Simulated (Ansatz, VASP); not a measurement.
**CO2 in VASP and in Ansatz**

```
C O
1.0
     4.22721    0.00000    0.00000
     0.00000    4.22721    0.00000
     0.00000    0.00000    4.68777
C O
2 4
Cartesian
  2.1136 2.1136 2.3439
  0.0000 0.0000 0.0000
  1.2886 2.9386 2.3439
  2.9386 1.2886 2.3439
  0.8250 0.8250 0.0000
  3.4022 3.4022 0.0000
```

Alike in both runs: task relaxation of cell and atoms; functional r2SCAN; k mesh 6 × 6 × 6; occupations gaussian, width 0.02 eV; no spin polarisation.

|  | VASP | Ansatz |
| --- | --- | --- |
| version | VASP 6.6.1 | Ansatz 0.2.0 |
| potentials or method | VASP PAW PBE potentials, release 64 (C, O), cutoff 600 eV | scalar-relativistic, plane waves, PAW |
| valence electrons in the cell | 32 | 32 |

Ansatz gave:

| Property | Result |
| --- | --- |
| gap on the k mesh at the Fermi level, each at its own relaxed structure (eV) | 7.29 |
| relaxed volume (Å³/atom) | 14.74 |
| relaxed cell length with the largest relative difference (Å) | 4.364 |

Question: Estimate VASP's values.

Answer: gap on the k mesh at the Fermi level, each at its own relaxed structure (eV): 7.17; relaxed volume (Å³/atom): 13.83; relaxed cell length with the largest relative difference (Å): 4.222.

VASP's potentials were made for PBE, not for r2SCAN. One of these differences is far larger than is usual between the two programs; its cause wasn't traced.

Noted on VASP's run: the standard files for N, O and F lose accuracy on very short bonds.
